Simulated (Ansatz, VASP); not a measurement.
Ti2NbC3 in VASP and in Ansatz

```
Ti Nb C
1.0
    -2.14928    2.14928    4.17423
     2.14928   -2.14928    4.17423
     2.14928    2.14928   -4.17423
Ti Nb C
2 1 3
Direct
  0.25000 0.75000 0.50000
  0.75000 0.25000 0.50000
  0.00000 0.00000 0.00000
  0.50000 0.00000 0.50000
  0.00000 0.50000 0.50000
  0.50000 0.50000 0.00000
```

Alike in both runs: functional PBE; k mesh 12 × 12 × 12; occupations gaussian, width 0.1 eV; no spin polarisation.

Ansatz relaxed the structure, and its values are those at the end. VASP's run is a single point on that final structure, the one shown.

|  | VASP | Ansatz |
| --- | --- | --- |
| version | VASP 6.6.1 | Ansatz 0.2.0 |
| potentials or method | VASP PAW PBE potentials, release 64 (Ti_sv, Nb_sv, C), cutoff 520 eV | scalar-relativistic, plane waves, PAW |
| valence electrons in the cell | 49 | 49 |

|  | VASP | Ansatz | Ansatz less VASP |
| --- | --- | --- | --- |
| gap on the k mesh at the Fermi level (eV) | none | none | - |
| pressure (GPa) | -0.1 | 0.0 | +0.11 |

A gap of «none» marks a metal or a gap that the smearing closes. With one functional, cell and mesh, what is left measures potentials, basis and numerics.
